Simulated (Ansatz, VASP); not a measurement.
**Pd in VASP and in Ansatz**

```
CELL_PARAMETERS angstrom
0.00000 1.98697 1.98697
1.98697 0.00000 1.98697
1.98697 1.98697 0.00000
ATOMIC_POSITIONS crystal
Pd 0.00000 0.00000 0.00000
```

Alike in both runs: functional revPBE; k mesh 14 × 14 × 14; occupations fermi-dirac, width 0.1 eV; no spin polarisation.

Ansatz relaxed the structure, and its values are those at the end. VASP's run is a single point on that final structure, the one shown.

|  | VASP | Ansatz |
| --- | --- | --- |
| version | VASP 6.6.1 | Ansatz 0.2.0 |
| potentials or method | VASP PAW PBE potentials, release 64 (Pd), cutoff 500 eV | plane waves (420 eV) with PAW, scalar-relativistic |
| valence electrons in the cell | 10 | 18 |

|  | VASP | Ansatz | Ansatz less VASP |
| --- | --- | --- | --- |
| pressure (GPa) | -0.2 | 0.0 | +0.18 |

VASP's potentials were made for PBE, not for revPBE. With one functional, cell and mesh, what is left measures potentials, basis and numerics. VASP's potentials hold 10 valence electrons a cell and Ansatz's 18, so a difference there can come from the potentials and not from the codes.
